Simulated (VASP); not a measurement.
# Re: relaxation of the atoms with PBE

The system is Re, a slab with vacuum.

```
Re
1.0
     2.76864    0.00000    0.00000
     0.00000    2.76864    0.00000
     0.00000    0.00000   17.91545
Re
3
Cartesian
  1.3843 1.3843 7.0000
  0.0000 0.0000 8.9577
  1.3843 1.3843 10.9154
```

```yaml
Program: VASP 6.6.1
Task: relaxation of the atoms
Functional: PBE
Potentials_or_basis: VASP PAW PBE potentials, release 64 (Re)
Cutoff: 520 eV
k_mesh: 10 × 10 × 1
Occupations: gaussian, width 0.1 eV
Spin: no spin polarisation
Dipole_correction: yes
Atoms_held_fixed_from_0: "[0]"
Further_INCAR_settings: ALGO = Normal; EDIFF = 1e-07; IBRION = 2; EDIFFG = -0.03; NSW = 70
```

The energy gained by relaxing is 48.1 meV/atom, the ionic steps are 6 and the band gap on the k mesh is zero (an odd number of electrons rules out a gap without spin polarisation).

Step by step:
| step | energy change (eV) | largest force on free atoms (eV/Å) | pressure (GPa) |
| --- | --- | --- | --- |
| 1 | 0.0000 | 1.3779 | -7.34 |
| 2 | -0.0737 | 0.7912 | -6.04 |
| 3 | -0.1010 | 0.7656 | -4.69 |
| 4 | -0.1013 | 0.8259 | -4.51 |
| 5 | -0.1327 | 0.4555 | -4.00 |
| 6 | -0.1444 | 0.0294 | -3.44 |

Final structure:
```
CELL_PARAMETERS angstrom
2.76864 0.00000 0.00000
0.00000 2.76864 0.00000
0.00000 0.00000 17.91545
ATOMIC_POSITIONS crystal
Re 0.50000 0.50000 0.39072
Re 0.00000 0.00000 0.49481
Re 0.50000 0.50000 0.59866
```

Levels at points of the mesh, in eV from the Fermi level:
| k point | band 8 | band 9 | band 10 | band 11 | band 12 | band 13 | band 14 |
| --- | --- | --- | --- | --- | --- | --- | --- |
| (0.00, 0.00, 0.00) | -1.46 | -1.39 | -0.64 | 0.73 | 0.73 | 0.89 | 1.28 |
| (0.50, 0.00, 0.00) | -1.83 | -1.71 | -0.85 | -0.07 | 0.76 | 1.31 | 1.44 |
| (0.50, 0.50, 0.00) | 0.53 | 1.38 | 1.38 | 2.39 | 2.45 | 4.26 | 4.35 |

It took 4.5 min on 1 thread of Intel(R) Xeon(R) Platinum 8375C CPU @ 2.90GHz (Ice Lake), on a shared host, peak memory 0.28 GiB.

Caveat: spin-orbit coupling is left out, which moves the levels of the heavy elements.
